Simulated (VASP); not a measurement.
# LiF (I-4m2) in VASP: further runs

LiF is run at these levels: PBE; tasks: single point.

All numbers are computed with VASP 6.6.1; they aren't measurements. Logs are shortened: lines on timing, memory, paths and dates and some standing lists are left out, and cuts for length are marked.

## Step 1: The cell of the first run

It takes space group I-4m2 (No. 119, tetragonal). The conventional cell has a = 3.033 Å, b = 3.033 Å, c = 4.244 Å, α = 90.00°, β = 90.00°, γ = 90.00°. Within 2.5 Å of Li (site symmetry -4m2) lie 4 F at 1.85 Å. Within 2.5 Å of F (site symmetry -4m2) lie 4 Li at 1.85 Å.

## Step 2: Single point, PBE (uniaxial z strain -1.1%)

Input file INCAR:

```
PREC = Accurate
ENCUT = 520
EDIFF = 1E-6
ISMEAR = -1
SIGMA = 0.02
LREAL = False
LASPH = True
NELM = 100
ALGO = Normal
ISIF = 2
LWAVE = False
LCHARG = False
GGA = PE
NBANDS = 12
```

Input file KPOINTS:

```
regular mesh
0
Gamma
  10 10 10
```

Input file POSCAR:

```
LiF
1.0
    0.0000000000      2.1446105390      2.1220921283
    2.1446105390      0.0000000000      2.1220921283
    2.1446105390      2.1446105390      0.0000000000
Li F
1 1
Direct
    0.0000000000      0.0000000000      0.0000000000
    0.2500000000      0.2500000000      0.2500000000
```

Potentials or basis: VASP PAW PBE potentials, release 64 (Li_sv, F).

The run is started by

```sh
cat potpaw_PBE.64/Li_sv/POTCAR potpaw_PBE.64/F/POTCAR > POTCAR
mpirun -np 1 vasp_std > vasp.out
```

OUTCAR:

```text
PREC = Accurate
   ENCUT = 520
   EDIFF = 1E-6
   ISMEAR = -1
   LREAL = False
   LASPH = True
   NELM = 100
   ISIF = 2
   GGA = PE

 ion  position               nearest neighbor table
   1  0.000  0.000  0.000-   2 1.85   2 1.85   2 1.85   2 1.85
   2  0.250  0.250  0.250-   1 1.85   1 1.85   1 1.85   1 1.85

  LATTYP: Found a body centered tetragonal cell.
 ALAT       =     3.0329373103
 C/A-ratio  =     1.3993643199

  Lattice vectors:

 A1 = (   0.0000000000,  -2.1446105390,  -2.1220921283)
 A2 = (   0.0000000000,   2.1446105390,  -2.1220921283)
 A3 = (   2.1446105390,   0.0000000000,   2.1220921283)

Analysis of symmetry for initial positions (statically):
=====================================================================
 Subroutine PRICEL returns:
 Original cell was already a primitive cell.

 Routine SETGRP: Setting up the symmetry group for a
 body centered tetragonal supercell.

 Subroutine GETGRP returns: Found  8 space group operations
 (whereof  8 operations were pure point group operations)
 out of a pool of 16 trial point group operations.

The static configuration has the point symmetry D_2d.

Analysis of symmetry for dynamics (positions and initial velocities):
=====================================================================
 Subroutine PRICEL returns:
 Original cell was already a primitive cell.

 Routine SETGRP: Setting up the symmetry group for a
 body centered tetragonal supercell.

 Subroutine GETGRP returns: Found  8 space group operations
 (whereof  8 operations were pure point group operations)
 out of a pool of 16 trial point group operations.

The dynamic configuration has the point symmetry D_2d.

 Subroutine INISYM returns: Found  8 space group operations
 (whereof  8 operations are pure point group operations),
 and found     1 'primitive' translations

----------------------------------------------------------------------------------------

                                     Primitive cell

  volume of cell :      19.5205

  direct lattice vectors                    reciprocal lattice vectors
     0.000000000  2.144610539  2.122092128    -0.233142564  0.233142564  0.235616538
     2.144610539  0.000000000  2.122092128     0.233142564 -0.233142564  0.235616538
     2.144610539  2.144610539  0.000000000     0.233142564  0.233142564 -0.235616538

  length of vectors
     3.017056407  3.017056407  3.032937310     0.405248150  0.405248150  0.405248150

  position of ions in fractional coordinates (direct lattice)
     0.000000000  0.000000000  0.000000000
     0.250000000  0.250000000  0.250000000

  ion indices of the primitive-cell ions
   primitive index   ion index
                 1           1
                 2           2

----------------------------------------------------------------------------------------

 KPOINTS: regular mesh

Automatic generation of k-mesh.
 Grid dimensions read from file:
 generate k-points for:   10   10   10

 Generating k-lattice:

  Cartesian coordinates                     Fractional coordinates (reciprocal lattice)
    -0.023314256  0.023314256  0.023561654     0.100000000  0.000000000  0.000000000
     0.023314256 -0.023314256  0.023561654     0.000000000  0.100000000  0.000000000
     0.023314256  0.023314256 -0.023561654    -0.000000000 -0.000000000  0.100000000

  Length of vectors
     0.040524815  0.040524815  0.040524815

  Shift w.r.t. Gamma in fractional coordinates (k-lattice)
     0.000000000  0.000000000  0.000000000

 Subroutine IBZKPT returns following result:
 ===========================================

 Found    102 irreducible k-points:

 Following reciprocal coordinates:
            Coordinates               Weight
  0.000000  0.000000  0.000000      1.000000
  0.100000  0.000000  0.000000      8.000000
  0.200000  0.000000  0.000000      8.000000
  0.300000  0.000000  0.000000      8.000000
  0.400000  0.000000  0.000000      8.000000
  0.500000  0.000000  0.000000      4.000000
[... 16 lines left out ...]
  0.300000  0.300000  0.000000      2.000000
  0.400000  0.300000  0.000000      8.000000
 [... further k-points ...]
   k-points           NKPTS =    102   k-points in BZ     NKDIM =    102   number of bands    NBANDS=     12
   number of dos      NEDOS =    301   number of ions     NIONS =      2
   total plane-waves  NPLWV =  13824
   dimension x,y,z NGX =    24 NGY =   24 NGZ =   24
   dimension x,y,z NGXF=    48 NGYF=   48 NGZF=   48
   ions per type =               1   1
   NGX,Y,Z   is equivalent  to a cutoff of  13.22, 13.22, 13.16 a.u.
   NGXF,Y,Z  is equivalent  to a cutoff of  26.45, 26.45, 26.31 a.u.
 SYSTEM =  unknown system
   PREC   = accura    normal or accurate (medium, high low for compatibility)
   ISTART =      0    job   : 0-new  1-cont  2-samecut
   ICHARG =      2    charge: 1-file 2-atom 10-const
   ISPIN  =      1    spin polarized calculation?
   LNONCOLLINEAR =      F non collinear calculations
   LSORBIT =      F    spin-orbit coupling
   LASPH  =      T    aspherical Exc in radial PAW
   ENCUT  =  520.0 eV  38.22 Ry    6.18 a.u.   5.61  5.61  5.64*2*pi/ulx,y,z
   NELM   =    100;   NELMIN=  2; NELMDL= -5     # of ELM steps
   EDIFF  = 0.1E-05   stopping-criterion for ELM
   LREAL  =      F    real-space projection
   EDIFFG = 0.1E-04   stopping-criterion for IOM
   NSW    =      0    number of steps for IOM
   IBRION =     -1    ionic relax: 0-MD 1-quasi-New 2-CG
   NFREE  =      0    steps in history (QN), initial steepest desc. (CG)
   ISIF   =      2    stress and relaxation
   ISYM   =      2    0-nonsym 1-usesym 2-fastsym
   POTIM  = 0.5000    time-step for ionic-motion
   TEBEG  =    0.0;   TEEND  =   0.0 temperature during run
   PSTRESS=    0.0 pullay stress
   NELECT =      10.0000    total number of electrons
   NUPDOWN=      -1.0000    fix difference up-down
   EMIN   =  10.00;   EMAX   =-10.00  energy-range for DOS
   EFERMI =   0.00;   METHOD = LEGACY
   ISMEAR =    -1;   SIGMA  =   0.02  broadening in eV -4-tet -1-fermi 0-gaus
   EFERMI_NEDOS =   21; number of points for ismear=-14 and -15
   IALGO  =     38    algorithm
   IMIX   =      4    mixing-type and parameters
     AMIX     =   0.40;   BMIX     =  1.00
     AMIX_MAG =   1.60;   BMIX_MAG =  1.00
  volume/ion in A,a.u.               =       9.76        65.87
  Fermi-wavevector in a.u.,A,eV,Ry     =   1.309919  2.475388 23.346073  1.715888
  Thomas-Fermi vector in A             =   2.440485
   LORBIT       =      0    0 simple, 1 ext, 2 COOP (PROOUT), +10 PAW based schemes
   GGA     = PE    functional components
   LHFCALC =     F    Hartree Fock is set to
   AEXX    =    0.0000 exact exchange contribution
   IVDW    =     0    specifies the selected vdW correction
   LEPSILON=     F    determine dielectric tensor
   LRPA    =     F    only Hartree local field effects (RPA)
 non-spin polarized calculation
  energy-cutoff  :      520.00
  volume of cell :       19.52
 maximum number of plane-waves:       537
 NGX is ok and might be reduce to    24
   NGX = 11   NGY = 11   NGZ = 11

 number of electron      10.0000000 magnetization

 number of electron       9.9999990 magnetization

 Free energy of the ion-electron system (eV)
  ---------------------------------------------------
  ext. energy  EPLUGINS =         0.00000000
  ---------------------------------------------------
  free energy    TOTEN  =        -9.61284943 eV

  energy without entropy =       -9.61284943  energy(sigma->0) =       -9.61284943

 E-fermi :  -1.9009     XC(G=0):  -8.9123

 val. band max:       -2.4688879262   @ k =   0.0000   0.0000   0.0000
 cond. band min:       5.4957197491   @ k =   0.0000   0.0000   0.0000
 fundamental gap:      7.9646076753
 Fermi energy:        -1.9009228153

 k-point     1 :       0.0000    0.0000    0.0000
  band No.  band energies     occupation
      1     -42.7887      2.00000
      2     -21.8376      2.00000
      3      -2.4862      2.00000
      4      -2.4862      2.00000
      5      -2.4689      2.00000
      6       5.4957      0.00000
      7      17.1007      0.00000
      8      17.1078      0.00000
      9      17.1079      0.00000
     10      25.7253      0.00000
     11      25.7253      0.00000
     12      26.0074      0.00000

 k-point     2 :       0.1000    0.0000    0.0000
  band No.  band energies     occupation
      1     -42.7849      2.00000
      2     -21.8206      2.00000
      3      -2.7061      2.00000
      4      -2.5139      2.00000
      5      -2.4997      2.00000
      6       5.7815      0.00000
      7      16.8760      0.00000
      8      17.1605      0.00000
      9      17.1725      0.00000
     10      24.4407      0.00000
     11      24.4747      0.00000
     12      24.7768      0.00000

 k-point     3 :       0.2000    0.0000    0.0000
  band No.  band energies     occupation
      1     -42.7748      2.00000
      2     -21.7751      2.00000
      3      -3.2558      2.00000
      4      -2.5849      2.00000
      5      -2.5648      2.00000
      6       6.5592      0.00000
      7      16.0527      0.00000
      8      17.1939      0.00000
      9      17.2542      0.00000
     10      23.5026      0.00000
     11      23.6368      0.00000
     12      23.9758      0.00000
[... 286 lines left out ...]
 k-point    23 :       0.3000    0.3000    0.0000
  band No.  band energies     occupation
      1     -42.7533      2.00000
      2     -21.6746      2.00000
      3      -3.5462      2.00000
      4      -3.0439      2.00000
      5      -3.0439      2.00000
      6       7.5981      0.00000
      7      15.5934      0.00000
      8      16.9119      0.00000
      9      16.9119      0.00000
     10      18.3225      0.00000
     11      26.4295      0.00000
     12      29.8251      0.00000

 k-point    24 :       0.4000    0.3000    0.0000
  band No.  band energies     occupation
      1     -42.7454      2.00000
      2     -21.6370      2.00000
      3      -3.7966      2.00000
      4      -3.1370      2.00000
      5      -3.1329      2.00000
      6       8.1021      0.00000
      7      14.3141      0.00000
      8      16.9447      0.00000
      9      17.0893      0.00000
     10      18.8464      0.00000
     11      25.9373      0.00000
     12      29.4081      0.00000

 [... further k-points ...]
[... 5 lines left out ...]
  --------------------------------------------------------------------------------------
  -------------------------------------------------------------------------------------
  Total        0.4238690      0.4238690      0.4429369      0.0000000     -0.0000000      0.0000000
  in kB       34.7897342     34.7897342     36.3547673      0.0000000     -0.0000000      0.0000000
  external PRESSURE =      35.3114119 kB  Pullay stress =       0.0000000 kB

 VOLUME and BASIS-vectors are now :
 -----------------------------------------------------------------------------
  energy-cutoff  :      520.00
  volume of cell :       19.52
      direct lattice vectors                 reciprocal lattice vectors
     0.000000000  2.144610539  2.122092128    -0.233142564  0.233142564  0.235616538
     2.144610539  0.000000000  2.122092128     0.233142564 -0.233142564  0.235616538
     2.144610539  2.144610539  0.000000000     0.233142564  0.233142564 -0.235616538

 POSITION                                       TOTAL-FORCE (eV/Angst)
 -----------------------------------------------------------------------------------
      0.00000      0.00000      0.00000         0.000000      0.000000      0.000000
      1.07231      1.07231      1.06105        -0.000000     -0.000000     -0.000000
 -----------------------------------------------------------------------------------
    total drift:                                0.000000      0.000000     -0.000000

  FREE ENERGIE OF THE ION-ELECTRON SYSTEM (eV)
  ---------------------------------------------------
  free  energy   TOTEN  =        -9.6128494266 eV

  energy  without entropy=       -9.6128494266  energy(sigma->0) =       -9.61284943
```

Run time: 18 s. Hardware: 1 thread of AMD EPYC 7R43 (Zen 3), shared host; peak memory 0.11 GiB.

What came out:

- Free energy: -9.6128 eV
- Band gap on the k mesh: 7.96 eV, direct

Levels at points of the mesh, in eV from the valence-band top:
```tsv
k point	band 1	band 2	band 3	band 4	band 5	band 6	band 7	band 8	band 9	band 10
(0.00, 0.00, 0.00)	-40.32	-19.37	-0.02	-0.02	0.00	7.96	19.57	19.58	19.58	28.19
(0.50, 0.00, 0.00)	-40.28	-19.18	-2.04	-0.29	-0.26	12.02	15.07	19.13	19.30	26.47
(0.50, 0.50, 0.00)	-40.27	-19.12	-1.42	-0.86	-0.86	10.63	16.10	19.57	19.57	21.82
(0.50, 0.00, 0.50)	-40.27	-19.13	-1.44	-0.82	-0.81	10.62	16.02	19.60	19.75	21.81
```

Caveat: the cell differs from its parent crystal (uniaxial z strain -1.1%); the cutoff is under 1.25 times the usual one of these potentials, so pressure, stress and relaxed cells hold a basis-set (Pulay) error.

## Step 3: Single point, PBE (epitaxial xy strain -2.0%)

Input file INCAR:

```
  PREC = Accurate
  ENCUT = 520
  EDIFF = 1E-6
  ISMEAR = -1
  SIGMA = 0.02
  LREAL = False
  LASPH = True
  NELM = 60
  ALGO = Normal
  ISIF = 2
  LWAVE = False
  LCHARG = False
  GGA = PE
  NBANDS = 12
```

Input file KPOINTS:

```
Automatic mesh
0
Gamma
  10 10 10
```

Input file POSCAR:

```
LiF
1.0
    0.0000000000      2.1008604840      2.2064371765
    2.1008604840      0.0000000000      2.2064371765
    2.1008604840      2.1008604840      0.0000000000
Li F
1 1
Direct
    0.0000000000      0.0000000000      0.0000000000
    0.2500000000      0.2500000000      0.2500000000
```

Potentials or basis: VASP PAW PBE potentials, release 64 (Li_sv, F).

The run is started by

```sh
cat potpaw_PBE.64/Li_sv/POTCAR potpaw_PBE.64/F/POTCAR > POTCAR
mpirun -np 1 vasp_std > vasp.out
```

Wall time 18 s (1 thread of AMD EPYC 7R43 (Zen 3), shared host); peak memory 0.11 GiB.

It converged, with:

```
Free energy            : -9.6100 eV
Band gap on the k mesh : 7.95 eV, direct
```

Levels at points of the mesh, in eV from the valence-band top:
| k point | band 1 | band 2 | band 3 | band 4 | band 5 | band 6 | band 7 | band 8 | band 9 | band 10 |
| --- | --- | --- | --- | --- | --- | --- | --- | --- | --- | --- |
| (0.00, 0.00, 0.00) | -40.34 | -19.39 | -0.09 | 0.00 | 0.00 | 7.95 | 19.58 | 19.58 | 19.60 | 27.45 |
| (0.50, 0.00, 0.00) | -40.30 | -19.20 | -2.07 | -0.38 | -0.21 | 12.00 | 15.06 | 18.86 | 19.61 | 26.10 |
| (0.50, 0.50, 0.00) | -40.29 | -19.19 | -1.52 | -0.73 | -0.73 | 10.58 | 15.76 | 19.95 | 19.95 | 21.85 |
| (0.50, 0.00, 0.50) | -40.29 | -19.13 | -1.43 | -0.93 | -0.89 | 10.63 | 16.16 | 19.13 | 19.85 | 21.85 |

Caveat: the cell differs from its parent crystal (epitaxial xy strain -2.0%); the cutoff is under 1.25 times the usual one of these potentials, so pressure, stress and relaxed cells hold a basis-set (Pulay) error. A k mesh can miss the band edges.
